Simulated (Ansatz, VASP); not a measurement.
# HfC in VASP and in Ansatz

The input INCAR:

```
SYSTEM = HfC
PREC     = Accurate       ! precision mode
ENCUT    = 520            ! plane-wave cutoff, eV
EDIFF    = 1E-6           ! SCF threshold, eV
ISMEAR   = -1             ! smearing method
SIGMA    = 0.05           ! smearing width, eV
LREAL    = .FALSE.        ! projectors in reciprocal space
LASPH    = .TRUE.         ! aspherical terms in the spheres
NELM     = 80             ! most SCF steps
ALGO     = Normal         ! electronic algorithm
ISIF     = 2              ! what is computed and relaxed
LWAVE    = .FALSE.        ! write WAVECAR
LCHARG   = .FALSE.        ! write CHGCAR
GGA      = PE             ! functional
NBANDS   = 22             ! bands
```

KPOINTS

```
Automatic mesh
0
G
  10 10 6
  0 0 0
```

Contents of POSCAR:

```
HfC
1.0
    2.8970965407      0.0000000000      0.0000000000
   -1.4485482703      2.5089592014      0.0000000000
    0.0000000000      0.0000000000      5.2773025480
Hf C
2 2
Direct
    0.0000000000      0.0000000000      0.0000000000
    0.0000000000      0.0000000000      0.5000000000
    0.3333333333      0.6666666667      0.2500000000
    0.6666666667      0.3333333333      0.7500000000
```

Input for Ansatz:

```yaml
crystal:
  lattice:
    - [2.8970965407, 0.0, 0.0]
    - [-1.4485482703, 2.5089592014, 0.0]
    - [0.0, 0.0, 5.277302548]
  atoms:
    - { symbol: Hf, position: [0.0, 0.0, 0.0] }
    - { symbol: Hf, position: [0.0, 0.0, 0.5] }
    - { symbol: C, position: [0.3333333333, 0.6666666667, 0.25] }
    - { symbol: C, position: [0.6666666667, 0.3333333333, 0.75] }
kpoints:
  mp_grid: { grid: [10, 10, 6] }
scf:
  occupations: { method: fermi_dirac, width: 0.05 }
hamiltonian:
  xc: pbe
  pseudopotentials: { kind: all_electron, lapw: { basis_error: 0.001 } }
output:
  forces: true
  stress: true
  eigenvalues: true
  populations: true
```

Change from the starting cell: volume scaled by 0.72, LAPW.

Alike in both runs: task single point; functional PBE; k mesh 10 × 10 × 6; occupations fermi-dirac, width 0.05 eV; no spin polarisation.

|  | VASP | Ansatz |
| --- | --- | --- |
| version | VASP 6.6.1 | Ansatz 0.2.0 |
| potentials or method | VASP PAW PBE potentials, release 64 (Hf_pv, C), cutoff 520 eV | all-electron LAPW, scalar-relativistic |

VASP gave:

* pressure (GPa): 128.2
* traceless stress, the component that is largest in VASP (GPa): -1.14

Task: What did Ansatz give for the same quantities?

Result: Pressure (GPa): 127.6; traceless stress, the component that is largest in VASP (GPa): 0.20.

Both programs put the cell under a high pressure, so it lies far from rest at this level. Ansatz ran all-electron here, and VASP with PAW potentials.

Neither program's run includes spin-orbit coupling. Noted on VASP's run: the cell as given lies far from equilibrium.
